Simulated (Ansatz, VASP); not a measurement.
TePb: VASP beside Ansatz

The input POSCAR:

```
TePb
1.0
    0.0000000000      3.2351584803      3.2351584803
    3.2351584803      0.0000000000      3.2351584803
    3.2351584803      3.2351584803      0.0000000000
Pb Te
1 1
Direct
    0.0000000000      0.0000000000      0.0000000000
    0.5000000000      0.5000000000      0.5000000000
```

File INCAR.step1:

```
PREC = Accurate
ENCUT = 520
ISMEAR = -1
SIGMA = 0.02
LREAL = F
LASPH = T
NELM = 150
MAGMOM = 0 0 0 0 0 0
LSORBIT = T
GGA_COMPAT = F
NBANDS = 32
GGA = PE
ALGO = Normal
EDIFF = 1E-4
LWAVE = T
LCHARG = F
```

File INCAR.step2:

```
PREC = Accurate
ENCUT = 520
EDIFF = 1E-6
ISMEAR = -1
SIGMA = 0.02
LREAL = F
LASPH = T
NELM = 150
ALGO = Normal
ISIF = 2
LWAVE = F
LCHARG = F
MAGMOM = 0 0 0 0 0 0
LORBIT = 11
LSORBIT = T
GGA_COMPAT = F
LORBMOM = T
METAGGA = R2SCAN
LMIXTAU = T
NBANDS = 32
ISTART = 1
```

KPOINTS

```
regular mesh
0
Gamma
  8 8 8
```

Input for Ansatz:

```yaml
crystal:
  lattice:
    - [0.0, 3.2351584803, 3.2351584803]
    - [3.2351584803, 0.0, 3.2351584803]
    - [3.2351584803, 3.2351584803, 0.0]
  atoms:
    - { symbol: Pb, position: [0.0, 0.0, 0.0] }
    - { symbol: Te, position: [0.5, 0.5, 0.5] }
kpoints:
  mp_grid: { grid: [8, 8, 8] }
  band_path:
    path:
      - [0.0, 0.0, 0.0]
      - [0.5, 0.0, 0.5]
      - [0.625, 0.25, 0.625]
      - [0.375, 0.375, 0.75]
      - [0.5, 0.5, 0.5]
      - [0.5, 0.25, 0.75]
      - [0.0, 0.0, 0.5]
    npoints: 1
hamiltonian:
  xc: r2scan
scf:
  occupations: { method: fermi_dirac, width: 0.02 }
  n_extra_bands: 8
magnetization:
  noncollinear: true
  spin_orbit: true
output:
  forces: true
  stress: true
  eigenvalues: true
```

Change from the starting cell: hydrostatic strain -1.0%.

Alike in both runs: task single point; functional r2SCAN; k mesh 8 × 8 × 8; occupations fermi-dirac, width 0.02 eV; non-collinear spin, spin-orbit coupling.

|  | VASP | Ansatz |
| --- | --- | --- |
| version | VASP 6.6.1 | Ansatz 0.2.0 |
| potentials or method | VASP PAW PBE potentials, release 64 (Pb_d, Te) | plane waves, PAW |
| plane-wave cutoff (eV) | 520 | 500 |
| valence electrons in the cell | 20 | 30 |

VASP gave:

```
pressure (GPa)           : 1.2
net moment per atom (μB) : 0.00
```

Q: Estimate Ansatz's values.

A: Pressure (GPa): 1.1; net moment per atom (μB): 0.00.

VASP's potentials were made for PBE, not for r2SCAN. The functional is the same, so the differences come from potentials, cutoffs and numerics. VASP's potentials hold 20 valence electrons a cell and Ansatz's 30, so a difference there can come from the potentials and not from the codes.
